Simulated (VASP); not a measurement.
# Sr in VASP: settings compared, part 3 of 3

VASP 6.6.1. Earlier steps stand in the parts before.

## 4. Single point, PBE (z stretched by -2 % at fixed volume)

INCAR

```
SYSTEM = Sr
PREC = Accurate ; ENCUT = 520
EDIFF = 1E-6 ; ISMEAR = -1
SIGMA = 0.08 ; LREAL = .FALSE.
LASPH = .TRUE. ; NELM = 80
ALGO = Normal ; ISIF = 2
LWAVE = .FALSE. ; LCHARG = .FALSE.
GGA = PE ; NBANDS = 17
```

KPOINTS

```
Automatic mesh
0
G
  10 10 5
  0 0 0
```

POSCAR

```
Sr
1.0
    4.3537576902      0.0000000000      0.0000000000
   -2.1768788451      3.7704647616      0.0000000000
    0.0000000000      0.0000000000      6.9090000000
Sr
2
Direct
    0.3333333333      0.6666666667      0.2500000000
    0.6666666667      0.3333333333      0.7500000000
```

Potentials or basis: VASP PAW PBE potentials, release 64 (Sr_sv).

Launch:

```console
$ cat potpaw_PBE.64/Sr_sv/POTCAR > POTCAR
$ mpirun -np 1 vasp_std > vasp.out
```

OUTCAR:

```text
SYSTEM = Sr
   PREC = Accurate
   ENCUT = 520
   EDIFF = 1E-6
   ISMEAR = -1
   LREAL = .FALSE.
   LASPH = .TRUE.
   NELM = 80
   ISIF = 2
   GGA = PE

 ion  position               nearest neighbor table
   1  0.333  0.667  0.250-   2 4.27   2 4.27   2 4.27   2 4.27   2 4.27   2 4.27
   2  0.667  0.333  0.750-   1 4.27   1 4.27   1 4.27   1 4.27   1 4.27   1 4.27

  LATTYP: Found a hexagonal cell.
 ALAT       =     4.3537576902
 C/A-ratio  =     1.5869050351

  Lattice vectors:

 A1 = (   4.3537576902,   0.0000000000,   0.0000000000)
 A2 = (  -2.1768788451,   3.7704647616,   0.0000000000)
 A3 = (   0.0000000000,   0.0000000000,   6.9090000000)

Analysis of symmetry for initial positions (statically):
=====================================================================
 Subroutine PRICEL returns:
 Original cell was already a primitive cell.

 Routine SETGRP: Setting up the symmetry group for a
 hexagonal supercell.

 Subroutine GETGRP returns: Found 24 space group operations
 (whereof 12 operations were pure point group operations)
 out of a pool of 24 trial point group operations.

The static configuration has the point symmetry D_3d.
 The point group associated with its full space group is D_6h.

Analysis of symmetry for dynamics (positions and initial velocities):
=====================================================================
 Subroutine PRICEL returns:
 Original cell was already a primitive cell.

 Routine SETGRP: Setting up the symmetry group for a
 hexagonal supercell.

 Subroutine GETGRP returns: Found 24 space group operations
 (whereof 12 operations were pure point group operations)
 out of a pool of 24 trial point group operations.

The dynamic configuration has the point symmetry D_3d.
 The point group associated with its full space group is D_6h.

 Subroutine INISYM returns: Found 24 space group operations
 (whereof 12 operations are pure point group operations),
 and found     1 'primitive' translations

----------------------------------------------------------------------------------------

                                     Primitive cell

  volume of cell :     113.4160

  direct lattice vectors                    reciprocal lattice vectors
     4.353757690  0.000000000  0.000000000     0.229686646  0.132609647  0.000000000
    -2.176878845  3.770464762  0.000000000     0.000000000  0.265219293  0.000000000
     0.000000000  0.000000000  6.909000000     0.000000000  0.000000000  0.144738747

  length of vectors
     4.353757690  4.353757690  6.909000000     0.265219293  0.265219293  0.144738747

  position of ions in fractional coordinates (direct lattice)
     0.333333333  0.666666667  0.250000000
     0.666666667  0.333333333  0.750000000

  ion indices of the primitive-cell ions
   primitive index   ion index
                 1           1
                 2           2

----------------------------------------------------------------------------------------

 KPOINTS: Automatic mesh

Automatic generation of k-mesh.
 Grid dimensions read from file:
 generate k-points for:   10   10    5

 Generating k-lattice:

  Cartesian coordinates                     Fractional coordinates (reciprocal lattice)
     0.022968665  0.013260965  0.000000000     0.100000000 -0.000000000  0.000000000
     0.000000000  0.026521929  0.000000000     0.000000000  0.100000000  0.000000000
     0.000000000  0.000000000  0.028947749     0.000000000  0.000000000  0.200000000

  Length of vectors
     0.026521929  0.026521929  0.028947749

  Shift w.r.t. Gamma in fractional coordinates (k-lattice)
     0.000000000  0.000000000  0.000000000

 Subroutine IBZKPT returns following result:
 ===========================================

 Found     42 irreducible k-points:

 Following reciprocal coordinates:
            Coordinates               Weight
  0.000000  0.000000  0.000000      1.000000
  0.100000  0.000000  0.000000      6.000000
  0.200000  0.000000  0.000000      6.000000
  0.300000  0.000000  0.000000      6.000000
  0.400000  0.000000  0.000000      6.000000
  0.500000 -0.000000  0.000000      3.000000
[... 16 lines left out ...]
  0.300000  0.100000  0.200000     24.000000
  0.400000  0.100000  0.200000     24.000000
 [... further k-points ...]
   k-points           NKPTS =     42   k-points in BZ     NKDIM =     42   number of bands    NBANDS=     17
   number of dos      NEDOS =    301   number of ions     NIONS =      2
   total plane-waves  NPLWV =  55296
   dimension x,y,z NGX =    32 NGY =   32 NGZ =   54
   dimension x,y,z NGXF=    64 NGYF=   64 NGZF=  108
   ions per type =               2
   NGX,Y,Z   is equivalent  to a cutoff of  12.22, 12.22, 12.99 a.u.
   NGXF,Y,Z  is equivalent  to a cutoff of  24.44, 24.44, 25.99 a.u.
 SYSTEM =  Sr
   PREC   = accura    normal or accurate (medium, high low for compatibility)
   ISTART =      0    job   : 0-new  1-cont  2-samecut
   ICHARG =      2    charge: 1-file 2-atom 10-const
   ISPIN  =      1    spin polarized calculation?
   LNONCOLLINEAR =      F non collinear calculations
   LSORBIT =      F    spin-orbit coupling
   LASPH  =      T    aspherical Exc in radial PAW
   ENCUT  =  520.0 eV  38.22 Ry    6.18 a.u.   8.10  8.10 12.85*2*pi/ulx,y,z
   NELM   =     80;   NELMIN=  2; NELMDL= -5     # of ELM steps
   EDIFF  = 0.1E-05   stopping-criterion for ELM
   LREAL  =      F    real-space projection
[... 7 lines left out ...]
   TEBEG  =    0.0;   TEEND  =   0.0 temperature during run
   PSTRESS=    0.0 pullay stress
   NELECT =      20.0000    total number of electrons
   NUPDOWN=      -1.0000    fix difference up-down
   EMIN   =  10.00;   EMAX   =-10.00  energy-range for DOS
   EFERMI =   0.00;   METHOD = LEGACY
   ISMEAR =    -1;   SIGMA  =   0.08  broadening in eV -4-tet -1-fermi 0-gaus
   EFERMI_NEDOS =   21; number of points for ismear=-14 and -15
   IALGO  =     38    algorithm
   IMIX   =      4    mixing-type and parameters
     AMIX     =   0.40;   BMIX     =  1.00
     AMIX_MAG =   1.60;   BMIX_MAG =  1.00
  volume/ion in A,a.u.               =      56.71       382.68
  Fermi-wavevector in a.u.,A,eV,Ry     =   0.918037  1.734838 11.466873  0.842791
  Thomas-Fermi vector in A             =   2.043073
   LORBIT       =      0    0 simple, 1 ext, 2 COOP (PROOUT), +10 PAW based schemes
   GGA     = PE    functional components
   LHFCALC =     F    Hartree Fock is set to
   AEXX    =    0.0000 exact exchange contribution
   IVDW    =     0    specifies the selected vdW correction
   LEPSILON=     F    determine dielectric tensor
   LRPA    =     F    only Hartree local field effects (RPA)
 non-spin polarized calculation
  energy-cutoff  :      520.00
  volume of cell :      113.42
 maximum number of plane-waves:      3080
   NGX = 17   NGY = 17   NGZ = 25

 number of electron      20.0000000 magnetization

 Free energy of the ion-electron system (eV)
  ---------------------------------------------------
  ext. energy  EPLUGINS =         0.00000000
  ---------------------------------------------------
  free energy    TOTEN  =        -3.28856706 eV

  energy without entropy =       -3.22633242  energy(sigma->0) =       -3.25744974

 E-fermi :   1.4905     XC(G=0):  -7.2572

 val. band max:        1.4877743721   @ k =   0.3000   0.3000   0.2000
 cond. band min:       1.4988451765   @ k =   0.3000   0.3000   0.2000
 fundamental gap:      0.0110708045
 Fermi energy:         1.4904724266

 k-point     1 :       0.0000    0.0000    0.0000
  band No.  band energies     occupation
      1     -35.1890      2.00000
      2     -35.1754      2.00000
      3     -17.2661      2.00000
      4     -17.1123      2.00000
      5     -17.1123      2.00000
      6     -17.0838      2.00000
[... 9 lines left out ...]
     16       4.1482      0.00000
     17       4.5358      0.00000

 k-point     2 :       0.1000    0.0000    0.0000
  band No.  band energies     occupation
      1     -35.1880      2.00000
      2     -35.1750      2.00000
      3     -17.2604      2.00000
      4     -17.1238      2.00000
      5     -17.1162      2.00000
      6     -17.0958      2.00000
[... 9 lines left out ...]
     16       4.2794      0.00000
     17       4.3161      0.00000
[... 421 lines left out ...]
 k-point    24 :       0.4000    0.1000    0.2000
  band No.  band energies     occupation
      1     -35.1770      2.00000
      2     -35.1734      2.00000
      3     -17.2393      2.00000
      4     -17.2126      2.00000
      5     -17.1694      2.00000
      6     -17.1478      2.00000
[... 9 lines left out ...]
     16       5.2107      0.00000
     17       5.6091      0.00000

 [... further k-points ...]

------------------------ aborting loop because EDIFF is reached ----------------------------------------

  FORCE on cell =-STRESS in cart. coord.  units (eV):
  Direction    XX          YY          ZZ          XY          YZ          ZX
  --------------------------------------------------------------------------------------
  -------------------------------------------------------------------------------------
  Total       -0.3376203     -0.3376203      0.1112098      0.0000000      0.0000000      0.0000000
  in kB       -4.7694116     -4.7694116      1.5710108      0.0000000      0.0000000      0.0000000
  external PRESSURE =      -2.6559374 kB  Pullay stress =       0.0000000 kB

 VOLUME and BASIS-vectors are now :
 -----------------------------------------------------------------------------
  energy-cutoff  :      520.00
  volume of cell :      113.42
      direct lattice vectors                 reciprocal lattice vectors
     4.353757690  0.000000000  0.000000000     0.229686646  0.132609647  0.000000000
    -2.176878845  3.770464762  0.000000000     0.000000000  0.265219293  0.000000000
     0.000000000  0.000000000  6.909000000     0.000000000  0.000000000  0.144738747

 POSITION                                       TOTAL-FORCE (eV/Angst)
 -----------------------------------------------------------------------------------
     -0.00000      2.51364      1.72725        -0.000000     -0.000000      0.000000
      2.17688      1.25682      5.18175         0.000000      0.000000      0.000000
 -----------------------------------------------------------------------------------
    total drift:                                0.000000     -0.000000      0.000000

  FREE ENERGIE OF THE ION-ELECTRON SYSTEM (eV)
  ---------------------------------------------------
  free  energy   TOTEN  =        -3.2885670624 eV

  energy  without entropy=       -3.2263324167  energy(sigma->0) =       -3.25744974
```

It took 85 s on 1 thread of Oxide Virtual Turin-like, shared host; peak memory 0.22 GiB.

Results:

| Item | Value |
| --- | --- |
| Free energy | -3.2886 eV |
| Pressure | -0.3 GPa |
| Band gap on the k mesh | zero (band 10 reaches 1.61 eV, above the bottom of band 11 at 1.43 eV) |

Levels at points of the mesh, in eV from the Fermi level:
```csv
k point,band 7,band 8,band 9,band 10,band 11,band 12,band 13,band 14
"(0.00, 0.00, 0.00)",-18.57,-18.57,-3.61,-1.04,0.13,2.23,2.23,2.41
"(0.50, 0.00, 0.00)",-18.62,-18.59,-1.16,-0.58,0.11,0.23,1.33,1.93
```

## 5. Single point, PBE (atom 1 (Sr) moved by [0.0, 0.0, 0.08] A)

INCAR

```
ALGO = Normal
EDIFF = 1E-6
ENCUT = 520
GGA = PE
ISIF = 2
ISMEAR = -1
LASPH = True
LCHARG = False
LREAL = False
LWAVE = False
NBANDS = 17
NELM = 80
PREC = Accurate
SIGMA = 0.08
```

KPOINTS

```
k-points
0
Gamma
  10 10 5
```

POSCAR

```
Sr
1.0
    4.3100002207      0.0000000000      0.0000000000
   -2.1550001104      3.7325696814      0.0000000000
    0.0000000000      0.0000000000      7.0500000000
Sr
2
Direct
    0.3333333333      0.6666666667      0.2613475177
    0.6666666667      0.3333333333      0.7500000000
```

Potentials or basis: VASP PAW PBE potentials, release 64 (Sr_sv).

Launch:

```console
$ cat potpaw_PBE.64/Sr_sv/POTCAR > POTCAR
$ mpirun -np 1 vasp_std > vasp.out
```

OUTCAR:

```text
EDIFF = 1E-6
   ENCUT = 520
   GGA = PE
   ISIF = 2
   ISMEAR = -1
   LASPH = True
   LREAL = False
   NELM = 80
   PREC = Accurate

 ion  position               nearest neighbor table
   1  0.333  0.667  0.261-   2 4.25   2 4.25   2 4.25   2 4.38   2 4.38   2 4.38
   2  0.667  0.333  0.750-   1 4.25   1 4.25   1 4.25   1 4.38   1 4.38   1 4.38

  LATTYP: Found a hexagonal cell.
 ALAT       =     4.3100002207
 C/A-ratio  =     1.6357307747

  Lattice vectors:

[... 665 lines left out ...]

 [... further k-points ...]

------------------------ aborting loop because EDIFF is reached ----------------------------------------

  FORCE on cell =-STRESS in cart. coord.  units (eV):
  Direction    XX          YY          ZZ          XY          YZ          ZX
  --------------------------------------------------------------------------------------
  -------------------------------------------------------------------------------------
  Total       -0.2193993     -0.2193993     -0.1175678      0.0000000      0.0000000      0.0000000
  in kB       -3.0993565     -3.0993565     -1.6608278      0.0000000      0.0000000      0.0000000
  external PRESSURE =      -2.6198469 kB  Pullay stress =       0.0000000 kB

 VOLUME and BASIS-vectors are now :
 -----------------------------------------------------------------------------
  energy-cutoff  :      520.00
  volume of cell :      113.42
      direct lattice vectors                 reciprocal lattice vectors
     4.310000221  0.000000000  0.000000000     0.232018550  0.133955972  0.000000000
    -2.155000110  3.732569681  0.000000000     0.000000000  0.267911944  0.000000000
     0.000000000  0.000000000  7.050000000     0.000000000  0.000000000  0.141843972

 POSITION                                       TOTAL-FORCE (eV/Angst)
 -----------------------------------------------------------------------------------
     -0.00000      2.48838      1.84250        -0.000000      0.000000     -0.102784
      2.15500      1.24419      5.28750         0.000000     -0.000000      0.102784
 -----------------------------------------------------------------------------------
    total drift:                                0.000000     -0.000000      0.000000

  FREE ENERGIE OF THE ION-ELECTRON SYSTEM (eV)
  ---------------------------------------------------
  free  energy   TOTEN  =        -3.2899632744 eV

  energy  without entropy=       -3.2295059584  energy(sigma->0) =       -3.25973462
```

OSZICAR:

```text
N       E                     dE             d eps       ncg     rms          rms(c)
DAV:   1     0.107575480027E+03    0.10758E+03   -0.94201E+03  1972   0.986E+02
DAV:   2     0.533035656143E+01   -0.10225E+03   -0.10070E+03  2537   0.227E+02
DAV:   3    -0.307481451286E+01   -0.84052E+01   -0.83792E+01  3518   0.466E+01
DAV:   4    -0.328285452879E+01   -0.20804E+00   -0.20752E+00  2750   0.654E+00
DAV:   5    -0.328687771934E+01   -0.40232E-02   -0.40228E-02  3170   0.746E-01    0.157E+01
DAV:   6    -0.328731536171E+01   -0.43764E-03   -0.28267E-02  2631   0.126E+00    0.885E+00
DAV:   7    -0.328987112991E+01   -0.25558E-02   -0.26026E-02  2304   0.158E+00    0.471E-01
DAV:   8    -0.328985715993E+01    0.13970E-04   -0.32358E-03  3212   0.259E-01    0.138E-01
DAV:   9    -0.328993399440E+01   -0.76834E-04   -0.23394E-04  2735   0.762E-02    0.595E-02
DAV:  10    -0.328995672910E+01   -0.22735E-04   -0.23970E-05  3603   0.231E-02    0.293E-02
DAV:  11    -0.328996298637E+01   -0.62573E-05   -0.31880E-06  2126   0.139E-02    0.243E-03
DAV:  12    -0.328996327438E+01   -0.28801E-06   -0.33206E-07  1596   0.381E-03
   1 F= -.32899633E+01 E0= -.32597346E+01  d E =-.604573E-01
```

Run time: 76 s. Hardware: 1 thread of Oxide Virtual Turin-like, shared host; peak memory 0.24 GiB.

What came out:

| Quantity | Value |
| --- | --- |
| Free energy | -3.2900 eV |
| Pressure | -0.3 GPa |
| Largest force | 0.103 eV/Å |
| Band gap on the k mesh | zero (band 10 reaches 1.60 eV, above the bottom of band 11 at 1.47 eV) |

Forces on the atoms (eV/Å):
```
Sr   0.000  0.000 -0.103
Sr   0.000  0.000  0.103
```

Caveat: the cell differs from its parent crystal (atom 1 (Sr) moved by [0.0, 0.0, 0.08] A).

## 6. The runs side by side

| level | potentials or basis | cell | gap on the mesh (eV) | pressure (GPa) |
| --- | --- | --- | --- | --- |
| LDA | VASP PAW LDA potentials, release 64 (Sr_sv) | a = 4.310, b = 4.310, c = 7.050 Å, angles 90.0, 90.0, 120.0°, 2 atoms | none | -1.6 |
| PBEsol | VASP PAW PBE potentials, release 64 (Sr_sv) | a = 4.310, b = 4.310, c = 7.050 Å, angles 90.0, 90.0, 120.0°, 2 atoms | none | -0.8 |
| PBE | VASP PAW PBE potentials, release 64 (Sr_sv) | a = 4.354, b = 4.354, c = 6.909 Å, angles 90.0, 90.0, 120.0°, 2 atoms | none | -0.3 |
| PBE | VASP PAW PBE potentials, release 64 (Sr_sv) | a = 4.310, b = 4.310, c = 7.050 Å, angles 90.0, 90.0, 120.0°, 2 atoms | none | -0.3 |

Some of these runs hold the atoms at other places in the same cell, which the table doesn't show; runs alike in all that it shows share one row.

Alike in all rows: task single point; no spin polarisation; k mesh 10 × 10 × 5; cutoff (eV) 520; smearing fermi-dirac 0.08 eV.

Caveats: the PAW data sets were made with another functional, which shifts forces and pressure a little (some runs).

Absolute energies hang on the potentials; compare differences alone.
